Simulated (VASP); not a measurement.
Crystal: GaSb.

```
Ga Sb
1.0
     0.00000    2.98883    2.98883
     2.98883    0.00000    2.98883
     2.98883    2.98883    0.00000
Ga Sb
1 1
Direct
  0.00000 0.00000 0.00000
  0.25000 0.25000 0.25000
```

```yaml
Program: VASP 6.6.1
Task: relaxation of cell and atoms
Functional: PBEsol
Potentials_or_basis: VASP PAW PBE potentials, release 64 (Ga_d, Sb)
Cutoff: 600 eV
k_mesh: 6 × 6 × 6
Occupations: fermi-dirac, width 0.03 eV
Spin: no spin polarisation
```

At the start: pressure 4.1 GPa; volume 26.70 Å³/atom.

**Question.** Where does the relaxation end?

**Answer.** Over 3 steps the energy falls by 22.4 meV/atom and the volume is 28.59 Å³/atom (+7.1 %); space group F-43m (No. 216, to 0.05 Å).

The path:
```
step  energy change (eV)  largest force (eV/Å)  pressure (GPa)  volume (Å³)
   1              0.0000                0.0000            4.10        53.40
   2             -0.0382                0.0000           -1.29        58.85
   3             -0.0448                0.0000            0.05        57.19
```

Final structure:
```cif
data_structure
_symmetry_space_group_name_H-M 'P 1'
_symmetry_Int_Tables_number 1
_cell_length_a 4.3246
_cell_length_b 4.3246
_cell_length_c 4.3246
_cell_angle_alpha 60.000
_cell_angle_beta 60.000
_cell_angle_gamma 60.000
_cell_volume 57.19
loop_
_atom_site_label
_atom_site_type_symbol
_atom_site_fract_x
_atom_site_fract_y
_atom_site_fract_z
_atom_site_occupancy
Ga1 Ga 0.00000 0.00000 0.00000 1
Sb1 Sb 0.25000 0.25000 0.25000 1
```

Caveat: the PAW data sets were made with another functional, which shifts forces and pressure a little.
